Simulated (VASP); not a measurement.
# ZnSe (F-43m) in VASP: further runs, part 2 of 2

VASP 6.6.1.

**3. Electric field gradients, PBE, non-collinear spin, zero start, spin-orbit coupling**

Input file INCAR:

```
  ALGO = Normal
  EDIFF = 1E-8
  ENCUT = 520
  GGA = PE
  GGA_COMPAT = False
  ISIF = 2
  ISMEAR = -1
  LASPH = True
  LCHARG = False
  LEFG = True
  LORBIT = 11
  LORBMOM = True
  LREAL = False
  LSORBIT = True
  LWAVE = False
  MAGMOM = 0 0 0 0 0 0
  NBANDS = 30
  NELM = 150
  PREC = Accurate
  SIGMA = 0.03
```

Input file KPOINTS:

```
k-points
0
Gamma
  8 8 8
```

Input file POSCAR:

```
ZnSe
1.0
    0.0000000000      2.8338000000      2.8338000000
    2.8338000000      0.0000000000      2.8338000000
    2.8338000000      2.8338000000      0.0000000000
Zn Se
1 1
Direct
    0.0000000000      0.0000000000      0.0000000000
    0.7500000000      0.7500000000      0.7500000000
```

Potentials or basis: VASP PAW PBE potentials, release 64 (Zn, Se).

On the command line:

```
> cat potpaw_PBE.64/Zn/POTCAR potpaw_PBE.64/Se/POTCAR > POTCAR
> mpirun -np 1 vasp_ncl > vasp.out
```

OUTCAR:

```text
EDIFF = 1E-8
   ENCUT = 520
   GGA = PE
   ISIF = 2
   ISMEAR = -1
   LASPH = True
   LORBIT = 11
   LREAL = False
   LSORBIT = True
   NELM = 150
   PREC = Accurate

 ion  position               nearest neighbor table
   1  0.000  0.000  0.000-   2 2.45   2 2.45   2 2.45   2 2.45
   2  0.750  0.750  0.750-   1 2.45   1 2.45   1 2.45   1 2.45

  LATTYP: Found a face centered cubic cell.
 ALAT       =     5.6676000000

  Lattice vectors:

 A1 = (   0.0000000000,   2.8338000000,   2.8338000000)
 A2 = (   2.8338000000,   0.0000000000,   2.8338000000)
 A3 = (   2.8338000000,   2.8338000000,   0.0000000000)

Analysis of symmetry for initial positions (statically):
=====================================================================
 Subroutine PRICEL returns:
 Original cell was already a primitive cell.

 Routine SETGRP: Setting up the symmetry group for a
 face centered cubic supercell.

 Subroutine GETGRP returns: Found 24 space group operations
[... 1087 lines left out ...]
     0.0000000     0.0000000     0.0000000     0.0000000     0.0000000     0.0000000     0.0000000
     0.0000000     0.0000000     0.0000000     0.0000000     0.0000000     0.0000000     0.0000000
     0.0000000     0.0000000     0.0000000     0.0000000     0.0000000     0.0000000     0.0000000
     0.0000000     0.0000000     0.0000000     0.0000000     0.0000000     0.0000000     0.0000000
     0.0000000     0.0000000     0.0000000     0.0000000     0.0000000     0.0000000     0.0000000
     0.0000000     0.0000000     0.0000000     0.0000000     0.0000000     0.0000000     0.0000000
     0.0000000     0.0000000     0.0000000     0.0000000     0.0000000     0.0000000     0.0000000

 Ion:    2  E_soc:     -0.0368453
 l=   1
     0.0000000    -0.0061328    -0.0061328
    -0.0061328     0.0000000    -0.0061328
    -0.0061328    -0.0061328     0.0000000
 l=   2
     0.0000000    -0.0000039     0.0000000    -0.0000039    -0.0000042
    -0.0000039     0.0000000    -0.0000031    -0.0000039    -0.0000010
     0.0000000    -0.0000031     0.0000000    -0.0000031     0.0000000
    -0.0000039    -0.0000039    -0.0000031     0.0000000    -0.0000010
    -0.0000042    -0.0000010     0.0000000    -0.0000010     0.0000000
 l=   3
     0.0000000     0.0000000     0.0000000     0.0000000     0.0000000     0.0000000     0.0000000
     0.0000000     0.0000000     0.0000000     0.0000000     0.0000000     0.0000000     0.0000000
     0.0000000     0.0000000     0.0000000     0.0000000     0.0000000     0.0000000     0.0000000
     0.0000000     0.0000000     0.0000000     0.0000000     0.0000000     0.0000000     0.0000000
     0.0000000     0.0000000     0.0000000     0.0000000     0.0000000     0.0000000     0.0000000
     0.0000000     0.0000000     0.0000000     0.0000000     0.0000000     0.0000000     0.0000000
     0.0000000     0.0000000     0.0000000     0.0000000     0.0000000     0.0000000     0.0000000

 total charge

# of ion       s       p       d       tot
------------------------------------------
    1        0.534   0.447   9.785  10.767
    2        1.437   2.429   0.030   3.896
--------------------------------------------------
tot          1.971   2.876   9.816  14.662

 magnetization (x)

# of ion       s       p       d       tot
------------------------------------------
    1       -0.000  -0.000   0.000  -0.000
    2        0.000  -0.000   0.000  -0.000
--------------------------------------------------
tot         -0.000  -0.000   0.000  -0.000

 magnetization (y)

# of ion       s       p       d       tot
------------------------------------------
    1        0.000   0.000   0.000   0.000
    2        0.000   0.000   0.000   0.000
--------------------------------------------------
tot          0.000   0.000   0.000   0.000

 magnetization (z)

# of ion       s       p       d       tot
------------------------------------------
    1        0.000  -0.000  -0.000  -0.000
    2        0.000  -0.000   0.000   0.000
--------------------------------------------------
tot          0.000  -0.000  -0.000  -0.000
```

OSZICAR:

```text
N       E                     dE             d eps       ncg     rms          rms(c)
DAV:   1     0.124778018482E+03    0.12478E+03   -0.82246E+03  2580   0.137E+03
DAV:   2     0.681507961150E+01   -0.11796E+03   -0.11057E+03  2580   0.321E+02
DAV:   3    -0.603523994432E+01   -0.12850E+02   -0.12678E+02  3024   0.101E+02
DAV:   4    -0.633024142965E+01   -0.29500E+00   -0.29454E+00  2972   0.157E+01
DAV:   5    -0.633180908697E+01   -0.15677E-02   -0.15676E-02  2972   0.111E+00    0.477E+00
DAV:   6    -0.605535108679E+01    0.27646E+00   -0.47659E-01  3592   0.258E+01    0.362E+00
DAV:   7    -0.604204085224E+01    0.13310E-01   -0.25562E-01  2844   0.418E+00    0.154E+00
DAV:   8    -0.604229999301E+01   -0.25914E-03   -0.50084E-03  2922   0.704E-01    0.577E-01
DAV:   9    -0.604253092745E+01   -0.23093E-03   -0.80291E-04  3194   0.471E-01    0.253E-01
DAV:  10    -0.604263197694E+01   -0.10105E-03   -0.16853E-04  2922   0.105E-01    0.586E-02
DAV:  11    -0.604269816760E+01   -0.66191E-04   -0.59868E-05  3086   0.135E-01    0.164E-02
DAV:  12    -0.604270291470E+01   -0.47471E-05   -0.21791E-05  2900   0.946E-02    0.391E-03
DAV:  13    -0.604270419603E+01   -0.12813E-05   -0.52455E-06  2966   0.176E-02    0.300E-03
DAV:  14    -0.604270410347E+01    0.92562E-07   -0.60759E-07  2846   0.130E-02    0.114E-03
DAV:  15    -0.604270407388E+01    0.29593E-07   -0.84192E-08  3000   0.225E-03    0.499E-04
DAV:  16    -0.604270409106E+01   -0.17184E-07   -0.86100E-09  2338   0.138E-03    0.171E-04
DAV:  17    -0.604270410073E+01   -0.96634E-08   -0.18403E-09  1754   0.893E-04
   1 F= -.60427041E+01 E0= -.60427041E+01  d E =-.287531E-10  mag=     0.0000    -0.0000     0.0000
```

stdout:

```text
POSCAR found type information on POSCAR ZnSe
 POSCAR found :  2 types and       2 ions
 scaLAPACK will be used
 LDA part: xc-table for (Slater+PW92), standard interpolation
 POSCAR, INCAR and KPOINTS ok, starting setup
 FFT: planning ... GRIDC
 FFT: planning ... GRID_SOFT
 FFT: planning ... GRID
 WAVECAR not read
 entering main loop
ion   1

ion   2
```

Run time: 3.5 min. Hardware: 1 thread of Intel Xeon 8259CL, shared host; peak memory 0.32 GiB.

Results:

```
Free energy                                           : -6.0427 eV
Pressure                                              : 2.4 GPa
Net moment                                            : 0.00 μB per cell
Largest electric field gradient by atom               : zero within the noise of the run
Valence electrons inside the program's atomic spheres : Zn 10.77; Se 3.90
```

Moments on the atoms (μB; x, y, z):
```
Zn  0.00 0.00 0.00
Se  0.00 0.00 0.00
```

**4. Comparison with measurements**

Step 2. A measured gap of ZnSe is 2.695 eV (an exciton energy, a little under the gap; 300 K; “Alloy Disordering Effects on the Thermal Conductivity and Energy Gap Temperature Dependence of Cd1−xZnxSe Ternary Crystals Grown by the Bridgman Method”, 2023, pmc:10253836); the calculated 1.87 eV misses it by -0.83 eV. Spin-orbit coupling on Se is left out. The value is that of r2SCAN, without temperature or zero-point motion.
